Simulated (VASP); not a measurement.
Set up this calculation in VASP 6.6.1, as the native input.

```
Task                   : relaxation of the atoms
Functional             : PBE
Potentials or basis    : VASP PAW PBE potentials, release 64 (Nb_sv, N)
Cutoff                 : 520 eV
k mesh                 : 13 × 13 × 1
Occupations            : fermi-dirac, width 0.1 eV
Spin                   : no spin polarisation
Dipole correction      : yes
Further INCAR settings : ALGO = Normal; EDIFF = 1e-07; NELMDL = -8; IBRION = 2; EDIFFG = -0.01; NSW = 60
```

The structure of NbN lies in POSCAR:

```
NbN
1.0
    3.1267856457      0.0000000000      0.0000000000
    0.0000000000      3.1267856457      0.0000000000
    0.0000000000      0.0000000000     18.2110000000
Nb N
2 2
Direct
    0.0000000000      0.0000000000      0.4392957187
    0.5000000000      0.5000000000      0.5607042813
    0.5000000000      0.5000000000      0.4392957187
    0.0000000000      0.0000000000      0.5607042813
```

One way to write it, as run:

INCAR

```
SYSTEM = NbN
  PREC = Accurate
  ENCUT = 520
  EDIFF = 1E-7
  ISMEAR = -1
  SIGMA = 0.1
  LREAL = .FALSE.
  LASPH = .TRUE.
  NELM = 120
  ALGO = Normal
  ISIF = 2
  LWAVE = .FALSE.
  LCHARG = .FALSE.
  LDIPOL = .TRUE.
  IDIPOL = 3
  DIPOL = 0.5 0.5 0.500
  GGA = PE
  IBRION = 2
  NSW = 60
  EDIFFG = -0.01
  GGA_COMPAT = .FALSE.
  NELMIN = 4
  NELMDL = -8
```

KPOINTS

```
regular mesh
0
G
  13 13 1
  0 0 0
```

Potentials or basis: VASP PAW PBE potentials, release 64 (Nb_sv, N).

The run is started by

```console
$ cat potpaw_PBE.64/Nb_sv/POTCAR potpaw_PBE.64/N/POTCAR > POTCAR
$ mpirun -np 1 vasp_std > vasp.out
```

Results of the run:

```json
{
  "Energy gained by relaxing": "116.5 meV/atom",
  "Ionic steps": "9",
  "Largest force after relaxing": "0.005 eV/Å",
  "Band gap on the k mesh": "zero (bands 18 and 19 overlap by 1.68 eV)"
}
```

Wall time 9.3 min on 1 thread of Intel(R) Xeon(R) Platinum 8488C (Sapphire Rapids) (shared host), peak memory 0.34 GiB.
